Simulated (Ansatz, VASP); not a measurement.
ZnSe: VASP beside Ansatz

The input INCAR:

```
PREC = Accurate
ENCUT = 520
EDIFF = 1E-6
ISMEAR = -1
SIGMA = 0.03
LREAL = False
LASPH = True
NELM = 80
ALGO = Normal
ISIF = 2
LWAVE = False
LCHARG = False
NBANDS = 16
```

The input KPOINTS:

```
Automatic mesh
0
Gamma
  8 8 8
```

File POSCAR:

```
ZnSe
1.0
    0.0000000000      2.8525674344      2.8525674344
    2.8525674344      0.0000000000      2.8525674344
    2.8525674344      2.8525674344      0.0000000000
Zn Se
1 1
Direct
    0.0000000000      0.0000000000      0.0000000000
    0.7500000000      0.7500000000      0.7500000000
```

Input for Ansatz:

```yaml
crystal:
  lattice:
    - [0.0, 2.8525674344, 2.8525674344]
    - [2.8525674344, 0.0, 2.8525674344]
    - [2.8525674344, 2.8525674344, 0.0]
  atoms:
    - { symbol: Zn, position: [0.0, 0.0, 0.0] }
    - { symbol: Se, position: [0.75, 0.75, 0.75] }
kpoints:
  mp_grid: { grid: [8, 8, 8] }
  band_path:
    path:
      - [0.0, 0.0, 0.0]
      - [-0.5, -0.5, 0.0]
      - [-0.375, -0.375, 0.25]
      - [-0.375, 0.0, 0.375]
      - [0.0, 0.0, 0.0]
      - [0.0, 0.0, 0.5]
      - [-0.5, -0.25, 0.25]
      - [-0.5, -0.5, 0.0]
    npoints: 5
scf:
  occupations: { method: fermi_dirac, width: 0.03 }
hamiltonian:
  xc: lda
  pseudopotentials: { kind: all_electron, lapw: { basis_error: 0.00025 } }
output:
  forces: true
  stress: true
  eigenvalues: true
```

Change from the starting cell: volume scaled by 1.02.

Alike in both runs: task single point; functional LDA; k mesh 8 × 8 × 8; occupations fermi-dirac, width 0.03 eV; no spin polarisation.

|  | VASP | Ansatz |
| --- | --- | --- |
| version | VASP 6.6.1 | Ansatz 0.2.0 |
| potentials or method | VASP PAW LDA potentials, release 64 (Zn, Se), cutoff 520 eV | all-electron LAPW, scalar-relativistic |

VASP gave:

| Property | Result |
| --- | --- |
| pressure (GPa) | -4.2 |

Question: What did Ansatz give for the same quantities?

Answer: Pressure (GPa): -4.4.

LDA's correlation is that of Perdew and Zunger in VASP and of Perdew and Wang (1992) in Ansatz. Ansatz ran all-electron here, and VASP with PAW potentials.
